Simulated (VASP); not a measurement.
# C19O in VASP: further runs

C19O is run at these levels: PBEsol; tasks: single point.

All numbers are computed with VASP 6.6.1; they aren't measurements. Logs are shortened: lines on timing, memory, paths and dates and some standing lists are left out, and cuts for length are marked.

### Step 1. The cell of the first run

The cell holds a slab with vacuum, 20 atoms: a = 7.398 Å, b = 7.398 Å, c = 11.000 Å, α = 90.00°, β = 90.00°, γ = 120.00°.

### Step 2. Single point, PBEsol

Contents of INCAR:

```
PREC = Accurate
ENCUT = 520
EDIFF = 1E-6
ISMEAR = -1
SIGMA = 0.02
LREAL = Auto
LASPH = True
NELM = 60
ALGO = Normal
ISIF = 2
LWAVE = False
LCHARG = True
GGA = PS
LELF = True
LVHAR = True
NBANDS = 57
```

Contents of KPOINTS:

```
Automatic mesh
0
Gamma
  2 2 1
```

Contents of POSCAR:

```
C19O
1.0
    7.3980000000      0.0000000000      0.0000000000
   -3.6990000000      6.4068560000      0.0000000000
    0.0000000000      0.0000000000     11.0000000000
C O
19 1
Direct
    0.0180027583      0.0111939460      0.0720243636
    0.2375686204      0.1209807119      0.0719515455
    0.0158258893      0.3426947632      0.0721195455
    0.2397085858      0.4545961389      0.0720720909
    0.0161542025      0.6781694485      0.0721099091
    0.2393769112      0.7897992401      0.0721480000
    0.3491617735      0.0093705868      0.0720007273
    0.5730337799      0.1213111392      0.0719639091
    0.3495144299      0.3448363753      0.0718340000
    0.5726837136      0.4564071676      0.0716851818
    0.3513064597      0.6778373043      0.0721483636
    0.5708889508      0.7876321865      0.0720374545
    0.6828171041      0.0115279632      0.0720440000
    0.9060435396      0.1231276308      0.0720446364
    0.6846176993      0.3445084453      0.0718385455
    0.9041850642      0.4542682089      0.0720564545
    0.6824788743      0.6759910009      0.0718423636
    0.9063706849      0.7879638625      0.0719995455
    0.5892808217      0.5349001133      0.3911222727
    0.6597248315      0.6853974867      0.4452300000
```

Potentials or basis: VASP PAW PBE potentials, release 64 (C, O).

Started as:

```
$ cat potpaw_PBE.64/C/POTCAR potpaw_PBE.64/O/POTCAR > POTCAR
$ mpirun -np 1 vasp_std > vasp.out
```

OUTCAR:

```text
PREC = Accurate
   ENCUT = 520
   EDIFF = 1E-6
   ISMEAR = -1
   LREAL = Auto
   LASPH = True
   NELM = 60
   ISIF = 2
   GGA = PS

 ion  position               nearest neighbor table
   1  0.018  0.011  0.072-   2 1.41  18 1.43  14 1.43
   2  0.238  0.121  0.072-   1 1.41   7 1.43   9 1.43
   3  0.016  0.343  0.072-  14 1.41  16 1.43   4 1.43
   4  0.240  0.455  0.072-   9 1.41  11 1.43   3 1.43
   5  0.016  0.678  0.072-  18 1.41   6 1.43  16 1.43
   6  0.239  0.790  0.072-   7 1.41   5 1.43  11 1.43
[... 10 lines left out ...]
  17  0.682  0.676  0.072-  10 1.41  12 1.43  18 1.43
  18  0.906  0.788  0.072-   5 1.41   1 1.43  17 1.43
  19  0.589  0.535  0.391-  20 1.13
  20  0.660  0.685  0.445-  19 1.13

  LATTYP: Found a hexagonal cell.
 ALAT       =     7.3980000000
 C/A-ratio  =     1.4868883482

  Lattice vectors:

 A1 = (   7.3980000000,   0.0000000000,   0.0000000000)
 A2 = (  -3.6990000000,   6.4068560000,   0.0000000000)
 A3 = (   0.0000000000,   0.0000000000,  11.0000000000)

Analysis of symmetry for initial positions (statically):
=====================================================================
 Subroutine PRICEL returns:
 Original cell was already a primitive cell.

 Routine SETGRP: Setting up the symmetry group for a
 hexagonal supercell.

 Subroutine GETGRP returns: Found  1 space group operations
 (whereof  1 operations were pure point group operations)
 out of a pool of 24 trial point group operations.

The static configuration has the point symmetry C_1 .

Analysis of symmetry for dynamics (positions and initial velocities):
=====================================================================
 Subroutine PRICEL returns:
 Original cell was already a primitive cell.

 Routine SETGRP: Setting up the symmetry group for a
 hexagonal supercell.

 Subroutine GETGRP returns: Found  1 space group operations
 (whereof  1 operations were pure point group operations)
 out of a pool of 24 trial point group operations.

The dynamic configuration has the point symmetry C_1 .

 Subroutine INISYM returns: Found  1 space group operations
 (whereof  1 operations are pure point group operations),
 and found     1 'primitive' translations

----------------------------------------------------------------------------------------

                                     Primitive cell

  volume of cell :     521.3771

  direct lattice vectors                    reciprocal lattice vectors
     7.398000000  0.000000000  0.000000000     0.135171668  0.078041398  0.000000000
    -3.699000000  6.406856000  0.000000000     0.000000000  0.156082796  0.000000000
     0.000000000  0.000000000 11.000000000     0.000000000  0.000000000  0.090909091

  length of vectors
     7.398000000  7.398000054 11.000000000     0.156082797  0.156082796  0.090909091

  position of ions in fractional coordinates (direct lattice)
     0.018002758  0.011193946  0.072024364
     0.237568620  0.120980712  0.071951545
     0.015825889  0.342694763  0.072119546
     0.239708586  0.454596139  0.072072091
     0.016154202  0.678169449  0.072109909
     0.239376911  0.789799240  0.072148000
[... 12 lines left out ...]
     0.589280822  0.534900113  0.391122273
     0.659724832  0.685397487  0.445230000

  ion indices of the primitive-cell ions
   primitive index   ion index
                 1           1
                 2           2
                 3           3
                 4           4
                 5           5
                 6           6
[... 12 lines left out ...]
                19          19
                20          20

----------------------------------------------------------------------------------------

 KPOINTS: Automatic mesh

Automatic generation of k-mesh.
 Grid dimensions read from file:
 generate k-points for:    2    2    1

 Generating k-lattice:

  Cartesian coordinates                     Fractional coordinates (reciprocal lattice)
     0.067585834  0.039020699  0.000000000     0.500000000 -0.000000000  0.000000000
     0.000000000  0.078041398  0.000000000     0.000000000  0.500000000  0.000000000
     0.000000000  0.000000000  0.090909091     0.000000000  0.000000000  1.000000000

  Length of vectors
     0.078041399  0.078041398  0.090909091

  Shift w.r.t. Gamma in fractional coordinates (k-lattice)
     0.000000000  0.000000000  0.000000000

 Subroutine IBZKPT returns following result:
 ===========================================

 Found      4 irreducible k-points:

 Following reciprocal coordinates:
            Coordinates               Weight
  0.000000  0.000000  0.000000      1.000000
  0.500000 -0.000000  0.000000      1.000000
  0.000000  0.500000  0.000000      1.000000
  0.500000  0.500000  0.000000      1.000000
   k-points           NKPTS =      4   k-points in BZ     NKDIM =      4   number of bands    NBANDS=     57
   number of dos      NEDOS =    301   number of ions     NIONS =     20
   total plane-waves  NPLWV = 263424
[... 25 lines left out ...]
   PSTRESS=    0.0 pullay stress
   NELECT =      82.0000    total number of electrons
   NUPDOWN=      -1.0000    fix difference up-down
   EMIN   =  10.00;   EMAX   =-10.00  energy-range for DOS
   EFERMI =   0.00;   METHOD = LEGACY
   ISMEAR =    -1;   SIGMA  =   0.02  broadening in eV -4-tet -1-fermi 0-gaus
   EFERMI_NEDOS =   21; number of points for ismear=-14 and -15
   IALGO  =     38    algorithm
   IMIX   =      4    mixing-type and parameters
     AMIX     =   0.40;   BMIX     =  1.00
     AMIX_MAG =   1.60;   BMIX_MAG =  1.00
  volume/ion in A,a.u.               =      26.07       175.92
  Fermi-wavevector in a.u.,A,eV,Ry     =   0.883681  1.669915 10.624679  0.780892
  Thomas-Fermi vector in A             =   2.004480
   LORBIT       =      0    0 simple, 1 ext, 2 COOP (PROOUT), +10 PAW based schemes
   GGA     = PS    functional components
   LHFCALC =     F    Hartree Fock is set to
   AEXX    =    0.0000 exact exchange contribution
   IVDW    =     0    specifies the selected vdW correction
   LEPSILON=     F    determine dielectric tensor
   LRPA    =     F    only Hartree local field effects (RPA)
 non-spin polarized calculation
  energy-cutoff  :      520.00
  volume of cell :      521.38
 maximum number of plane-waves:     14099
 NGX is ok and might be reduce to    56
   NGX = 27   NGY = 27   NGZ = 41

 number of electron      81.9999996 magnetization

 Free energy of the ion-electron system (eV)
  ---------------------------------------------------
  ext. energy  EPLUGINS =         0.00000000
  ---------------------------------------------------
  free energy    TOTEN  =      -188.27157493 eV

  energy without entropy =     -188.27040548  energy(sigma->0) =     -188.27099021

 E-fermi :  -1.2799     XC(G=0):  -4.5956

 val. band max:       -1.3863894655   @ k =   0.0000   0.0000   0.0000
 cond. band min:      -1.1730669460   @ k =   0.0000   0.0000   0.0000
 fundamental gap:      0.2133225195
 Fermi energy:        -1.2799496963

 k-point     1 :       0.0000    0.0000    0.0000
  band No.  band energies     occupation
      1     -26.2798      2.00000
      2     -20.7647      2.00000
      3     -18.2302      2.00000
      4     -18.2287      2.00000
      5     -18.2088      2.00000
      6     -18.2068      2.00000
[... 45 lines left out ...]
     52       3.6940      0.00000
     53       3.6996      0.00000

 k-point     2 :       0.5000   -0.0000    0.0000
  band No.  band energies     occupation
      1     -26.2798      2.00000
      2     -20.1112      2.00000
      3     -20.1093      2.00000
      4     -18.8587      2.00000
      5     -18.7740      2.00000
      6     -16.3626      2.00000
[... 45 lines left out ...]
     52       4.2907      0.00000
     53       4.4896      0.00000

 k-point     3 :       0.0000    0.5000    0.0000
  band No.  band energies     occupation
      1     -26.2797      2.00000
      2     -20.1128      2.00000
      3     -20.1078      2.00000
      4     -18.8584      2.00000
      5     -18.7743      2.00000
      6     -16.3624      2.00000
[... 45 lines left out ...]
     52       4.2075      0.00000
     53       4.5648      0.00000

 k-point     4 :       0.5000    0.5000    0.0000
  band No.  band energies     occupation
      1     -26.2798      2.00000
      2     -20.1113      2.00000
      3     -20.1093      2.00000
      4     -18.8587      2.00000
      5     -18.7739      2.00000
      6     -16.3624      2.00000
[... 45 lines left out ...]
     52       4.2845      0.00000
     53       4.5033      0.00000
 [bands above 53 left out]

------------------------ aborting loop because EDIFF is reached ----------------------------------------

  FORCE on cell =-STRESS in cart. coord.  units (eV):
  Direction    XX          YY          ZZ          XY          YZ          ZX
  --------------------------------------------------------------------------------------
  -------------------------------------------------------------------------------------
  Total       -1.9707012     -1.1572342      0.0827234     -0.0284117      0.4721502     -0.0155494
  in kB       -6.0559098     -3.5561483      0.2542067     -0.0873085      1.4509043     -0.0477827
  external PRESSURE =      -3.1192838 kB  Pullay stress =       0.0000000 kB

 VOLUME and BASIS-vectors are now :
 -----------------------------------------------------------------------------
  energy-cutoff  :      520.00
  volume of cell :      521.38
      direct lattice vectors                 reciprocal lattice vectors
     7.398000000  0.000000000  0.000000000     0.135171668  0.078041398  0.000000000
    -3.699000000  6.406856000  0.000000000     0.000000000  0.156082796  0.000000000
     0.000000000  0.000000000 11.000000000     0.000000000  0.000000000  0.090909091

 POSITION                                       TOTAL-FORCE (eV/Angst)
 -----------------------------------------------------------------------------------
      0.09178      0.07172      0.79227        -0.014891      0.002973      0.006145
      1.31003      0.77511      0.79147         0.014921      0.010902      0.001739
     -1.15055      2.19560      0.79332         0.006732      0.008140     -0.004137
      0.09181      2.91253      0.79279        -0.012162      0.006364      0.003795
     -2.38904      4.34493      0.79321         0.018714     -0.011472     -0.006491
     -1.15056      5.06013      0.79363        -0.000418     -0.014643     -0.000938
[... 12 lines left out ...]
      2.38090      3.42703      4.30234         0.028577     -0.818007     -0.508376
      2.34536      4.39124      4.89753        -0.028646      0.818416      0.496245
 -----------------------------------------------------------------------------------
    total drift:                                0.006295     -0.001097      0.016312

  FREE ENERGIE OF THE ION-ELECTRON SYSTEM (eV)
  ---------------------------------------------------
  free  energy   TOTEN  =      -188.2715749331 eV

  energy  without entropy=     -188.2704054810  energy(sigma->0) =     -188.27099021
```

Wall time 3.3 min (1 thread of AMD EPYC 9R45 (Zen 5), shared host); peak memory 0.55 GiB.

Results:

- Free energy: -188.2716 eV
- Largest force: 0.964 eV/Å
- Band gap on the k mesh: 0.21 eV

Forces on the atoms (eV/Å):
```
C   -0.015  0.003  0.006
C    0.015  0.011  0.002
C    0.007  0.008 -0.004
C   -0.012  0.006  0.004
C    0.019 -0.011 -0.006
C    0.000 -0.015 -0.001
C    0.000  0.021  0.003
C   -0.024  0.008 -0.001
C    0.010 -0.011  0.002
C   -0.007 -0.017  0.010
C   -0.007 -0.013  0.000
C    0.007  0.008 -0.001
C    0.023 -0.007 -0.004
C   -0.001 -0.015 -0.002
C   -0.019 -0.012  0.004
C    0.017  0.010 -0.003
C   -0.001  0.022  0.004
C   -0.011  0.004 -0.001
C    0.029 -0.818 -0.508
O   -0.029  0.818  0.496
```

Levels at points of the mesh, in eV from the valence-band top:
| k point | band 38 | band 39 | band 40 | band 41 | band 42 | band 43 | band 44 | band 45 |
| --- | --- | --- | --- | --- | --- | --- | --- | --- |
| (0.00, 0.00, 0.00) | -2.90 | -2.90 | 0.00 | 0.00 | 0.21 | 0.21 | 2.37 | 2.38 |
| (0.50, 0.00, 0.00) | -2.58 | -2.54 | -2.53 | -2.26 | 1.75 | 2.34 | 2.35 | 2.59 |
| (0.00, 0.50, 0.00) | -2.58 | -2.54 | -2.53 | -2.26 | 1.74 | 2.37 | 2.40 | 2.59 |
| (0.50, 0.50, 0.00) | -2.58 | -2.54 | -2.53 | -2.26 | 1.75 | 2.34 | 2.35 | 2.59 |

Caveat: the k points lie up to 0.49 Å⁻¹ apart; the PAW data sets were made with another functional, which shifts forces and pressure a little.

### Step 3. Single point, PBEsol

Contents of INCAR:

```
PREC = Accurate
ENCUT = 520
EDIFF = 1E-6
ISMEAR = -1
SIGMA = 0.02
LREAL = Auto
LASPH = T
NELM = 100
ALGO = Normal
ISIF = 2
LWAVE = F
LCHARG = F
GGA = PS
NBANDS = 57
```

Contents of KPOINTS:

```
regular mesh
0
Gamma
  2 2 1
```

Contents of POSCAR:

```
C19O
1.0
    7.3980000000      0.0000000000      0.0000000000
   -3.6990000000      6.4068560000      0.0000000000
    0.0000000000      0.0000000000     11.0000000000
C O
19 1
Direct
    0.0205352101      0.0130071598      0.0714237273
    0.2403761434      0.1229401753      0.0713419091
    0.0193168588      0.3439875970      0.0714842727
    0.2416059022      0.4551023154      0.0714480909
    0.0181905946      0.6785482614      0.0714960909
    0.2427103674      0.7908059741      0.0715299091
    0.3526101538      0.0106501535      0.0714218182
    0.5749098251      0.1217964006      0.0714103636
    0.3515138977      0.3452108179      0.0712563636
    0.5759803811      0.4574246713      0.0712471818
    0.3538319526      0.6796152434      0.0715667273
    0.5736855394      0.7895605895      0.0715020909
    0.6848432575      0.0118871097      0.0714697273
    0.9093767468      0.1241498170      0.0714513636
    0.6871604726      0.3463122942      0.0713410909
    0.9070266183      0.4562251750      0.0714714545
    0.6859448457      0.6772930436      0.0713660909
    0.9082648536      0.7884775309      0.0714279091
    0.5651703398      0.5549116447      0.3813153636
    0.6996893143      0.6675973364      0.4409073636
```

Potentials or basis: VASP PAW PBE potentials, release 64 (C, O).

Started as:

```
$ cat potpaw_PBE.64/C/POTCAR potpaw_PBE.64/O/POTCAR > POTCAR
$ mpirun -np 1 vasp_std > vasp.out
```

It took 3.1 min on 1 thread of AMD EPYC 9R45 (Zen 5), shared host; peak memory 0.55 GiB.

It converged, with:

| Item | Value |
| --- | --- |
| Free energy | -188.2746 eV |
| Largest force | 0.961 eV/Å |
| Band gap on the k mesh | 0.21 eV |

Forces in eV/Å, atoms in the order of the input:
```
C   -0.014 -0.013  0.001
C    0.021  0.002  0.000
C   -0.005  0.018 -0.002
C   -0.013  0.017  0.000
C    0.020 -0.003 -0.002
C   -0.002 -0.017 -0.001
C   -0.010  0.019  0.000
C   -0.015  0.017  0.001
C    0.011  0.000 -0.001
C   -0.006 -0.017  0.004
C   -0.008 -0.019 -0.002
C    0.017  0.002  0.001
C    0.011 -0.004  0.002
C    0.006 -0.011  0.000
C   -0.013 -0.019  0.001
C    0.017  0.005  0.000
C   -0.011  0.012  0.001
C   -0.006  0.016  0.001
C   -0.493 -0.610 -0.556
O    0.494  0.605  0.551
```

Levels at points of the mesh, in eV from the valence-band top:
```tsv
k point	band 39	band 40	band 41	band 42	band 43	band 44
(0.00, 0.00, 0.00)	-2.90	0.00	0.00	0.21	0.22	2.37
(0.50, 0.00, 0.00)	-2.54	-2.53	-2.26	1.76	2.35	2.35
(0.00, 0.50, 0.00)	-2.54	-2.53	-2.26	1.74	2.33	2.40
(0.50, 0.50, 0.00)	-2.54	-2.53	-2.26	1.75	2.34	2.36
```

Caveat: the k points lie up to 0.49 Å⁻¹ apart; the PAW data sets were made with another functional, which shifts forces and pressure a little.

### Step 4. Single point, PBEsol

Contents of INCAR:

```
SYSTEM = C19O
PREC = Accurate ; ENCUT = 520
EDIFF = 1E-6 ; ISMEAR = -1
SIGMA = 0.02 ; LREAL = Auto
LASPH = .True. ; NELM = 100
ALGO = Normal ; ISIF = 2
LWAVE = .False. ; LCHARG = .False.
GGA = PS ; NBANDS = 57
```

Contents of KPOINTS:

```
regular mesh
0
Gamma
  2 2 1
  0 0 0
```

Contents of POSCAR:

```
C19O
1.0
    7.3980000000      0.0000000000      0.0000000000
   -3.6990000000      6.4068560000      0.0000000000
    0.0000000000      0.0000000000     11.0000000000
C O
19 1
Direct
    0.0221861533      0.0156156155      0.0715456364
    0.2425160253      0.1257790092      0.0715085455
    0.0216365487      0.3466815861      0.0716035455
    0.2431040377      0.4574121847      0.0715847273
    0.0199377621      0.6805884197      0.0716165455
    0.2447834517      0.7929926941      0.0716238182
    0.3549191979      0.0133204180      0.0715679091
    0.5764012064      0.1240619424      0.0715670909
    0.3532302920      0.3472486349      0.0714726364
    0.5780502705      0.4596323064      0.0714930000
    0.3554923160      0.6822230748      0.0716456364
    0.5758150176      0.7924115978      0.0715797273
    0.6865855487      0.0139140009      0.0715785455
    0.9114481956      0.1263565156      0.0715780909
    0.6888324118      0.3489143505      0.0715462727
    0.9091859822      0.4590824267      0.0716180909
    0.6882596518      0.6800099768      0.0715074545
    0.9097630260      0.7907607101      0.0715390909
    0.5729465331      0.5760504060      0.3710067273
    0.7216487464      0.6254367197      0.4243017273
```

Started as:

```
$ cat potpaw_PBE.64/C/POTCAR potpaw_PBE.64/O/POTCAR > POTCAR
$ mpirun -np 1 vasp_std > vasp.out
```

It took 3.1 min on 1 thread of AMD EPYC 9R45 (Zen 5), shared host; peak memory 0.54 GiB.

Results (log left out):

```
Free energy            : -188.2777 eV
Largest force          : 0.980 eV/Å
Band gap on the k mesh : 0.21 eV
```

Forces on the atoms (eV/Å):
```
C   -0.005 -0.012  0.001
C    0.016 -0.006  0.003
C   -0.014  0.008  0.003
C    0.007  0.021  0.000
C    0.010  0.006  0.000
C   -0.012 -0.009  0.000
C   -0.011  0.006 -0.002
C   -0.008  0.021  0.002
C    0.013  0.009  0.001
C   -0.012 -0.004 -0.003
C    0.008 -0.019 -0.001
C    0.014 -0.014 -0.001
C    0.012  0.003  0.001
C   -0.011 -0.019 -0.003
C   -0.002 -0.009  0.002
C    0.012 -0.002 -0.001
C   -0.014  0.004 -0.002
C    0.000  0.009  0.000
C   -0.794 -0.265 -0.508
O    0.791  0.272  0.507
```

Levels at points of the mesh, in eV from the valence-band top:
```
           k point  band 37  band 38  band 39  band 40  band 41  band 42  band 43  band 44  band 45  band 46
(0.00, 0.00, 0.00)    -4.25    -2.90    -2.90    -0.01     0.00     0.21     0.21     2.41     2.42     3.44
(0.50, 0.00, 0.00)    -2.59    -2.58    -2.54    -2.53    -2.26     1.75     2.36     2.40     2.59     2.62
(0.00, 0.50, 0.00)    -2.59    -2.58    -2.54    -2.53    -2.26     1.74     2.34     2.41     2.59     2.61
(0.50, 0.50, 0.00)    -2.59    -2.58    -2.54    -2.53    -2.26     1.75     2.36     2.38     2.59     2.62
```

Caveat: the k points lie up to 0.49 Å⁻¹ apart; the PAW data sets were made with another functional, which shifts forces and pressure a little.

### Step 5. The runs side by side

```csv
cell,gap on the mesh (eV),largest force (eV/Å)
"as given, atomic positions A",0.21,0.96
"as given, atomic positions B",0.21,0.96
"as given, atomic positions C",0.21,0.98
```

Alike in all rows: task single point; level PBEsol; potentials or basis VASP PAW PBE potentials, release 64 (C, O); no spin polarisation; k mesh 2 × 2 × 1; cutoff (eV) 520; smearing fermi-dirac 0.02 eV.

Caveats: all runs use coarse meshes; the PAW data sets were made with another functional, which shifts forces and pressure a little.

Absolute energies hang on the potentials; compare differences alone.
